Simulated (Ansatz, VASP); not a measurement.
**One calculation of MoS2, two programs**

INCAR

```
SYSTEM = MoS2
PREC = Accurate
ENCUT = 520
EDIFF = 1E-7
ISMEAR = -1
SIGMA = 0.05
LREAL = .FALSE.
LASPH = .TRUE.
NELM = 100
ALGO = Normal
ISIF = 2
LWAVE = .FALSE.
LCHARG = .FALSE.
GGA = CA
NBANDS = 20
```

The input KPOINTS:

```
regular mesh
0
G
  15 15 15
  0 0 0
```

Contents of POSCAR:

```
MoS2
1.0
    1.5656853532      0.9039488601      6.1233300000
   -1.5656853532      0.9039488601      6.1233300000
    0.0000000000     -1.8078977203      6.1233300000
Mo S
1 2
Direct
    0.0000000000      0.0000000000      0.0000000000
    0.7484000000      0.7484000000      0.7484000000
    0.5849000000      0.5849000000      0.5849000000
```

Input for Ansatz:

```yaml
crystal:
  lattice:
    - [1.5656853532, 0.9039488601, 6.12333]
    - [-1.5656853532, 0.9039488601, 6.12333]
    - [0.0, -1.8078977203, 6.12333]
  atoms:
    - { symbol: Mo, position: [0.0, 0.0, 0.0] }
    - { symbol: S, position: [0.7484, 0.7484, 0.7484] }
    - { symbol: S, position: [0.5849, 0.5849, 0.5849] }
kpoints:
  mp_grid: { grid: [15, 15, 15] }
  band_path:
    path:
      - [0.0, 0.0, 0.0]
      - [0.5, 0.5, 0.5]
      - [0.8188048214, 0.1811951786, 0.5]
      - [0.5, -0.1811951786, 0.1811951786]
      - [0.5, 0.0, 0.0]
      - [0.0, 0.0, 0.0]
      - [0.3405975893, -0.3405975893, 0.0]
      - [0.6594024107, 0.0, 0.3405975893]
      - [0.5, 0.0, 0.5]
    npoints: 5
scf:
  occupations: { method: fermi_dirac, width: 0.05 }
hamiltonian:
  xc: lda
  pseudopotentials: { kind: all_electron, lapw: { basis_error: 0.001 } }
output:
  forces: true
  stress: true
  eigenvalues: true
```

Change from the starting cell: equal xx and yy strain of -1 %.

Alike in both runs: task single point; functional LDA; k mesh 15 × 15 × 15; occupations fermi-dirac, width 0.05 eV; no spin polarisation.

|  | VASP | Ansatz |
| --- | --- | --- |
| version | VASP 6.6.1 | Ansatz 0.2.0 |
| potentials or method | VASP PAW LDA potentials, release 64 (Mo_sv, S), cutoff 520 eV | all-electron LAPW, scalar-relativistic |

|  | VASP | Ansatz | Ansatz less VASP |
| --- | --- | --- | --- |
| pressure (GPa) | 4.9 | 4.8 | -0.04 |
| traceless stress, the component that is largest in VASP (GPa) | 3.93 | 3.98 | +0.050 |
| rms of the force components (eV/Å) | 0.509 | 0.505 | -0.0036 |

LDA's correlation is that of Perdew and Zunger in VASP and of Perdew and Wang (1992) in Ansatz. Atom by atom the forces differ by 0.004 eV/Å (rms over components). Ansatz ran all-electron here, and VASP with PAW potentials.
